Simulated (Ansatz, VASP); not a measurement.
**One calculation of AgCl, two programs**

```xyz
2
Lattice="-0.0136 2.7169 2.7169 2.7169 -0.0136 2.7169 2.7169 2.7169 -0.0136" Properties=species:S:1:pos:R:3 pbc="T T T"
Ag    0.0000    0.0000    0.0000
Cl    2.7101    2.7101    2.7101
```

Change from the starting cell: equal xy, yz and zx engineering shears of -0.5 %.

Alike in both runs: task relaxation of the atoms; functional PBEsol; k mesh 8 × 8 × 8; no spin polarisation.

|  | VASP | Ansatz |
| --- | --- | --- |
| version | VASP 6.6.1 | Ansatz 0.2.0 |
| potentials or method | VASP PAW PBE potentials, release 64 (Ag, Cl), cutoff 450 eV | all-electron LAPW, scalar-relativistic |
| occupations | gaussian, width 0.01 eV | fixed |

```tsv
	VASP	Ansatz	Ansatz less VASP
gap on the k mesh at the Fermi level, each at its own relaxed structure (eV)	0.72	0.72	+0.005
```

VASP's potentials were made for PBE, not for PBEsol. Ansatz ran all-electron here, and VASP with PAW potentials.

Noted on VASP's run: the relaxation stopped at its first step, so nothing moved.
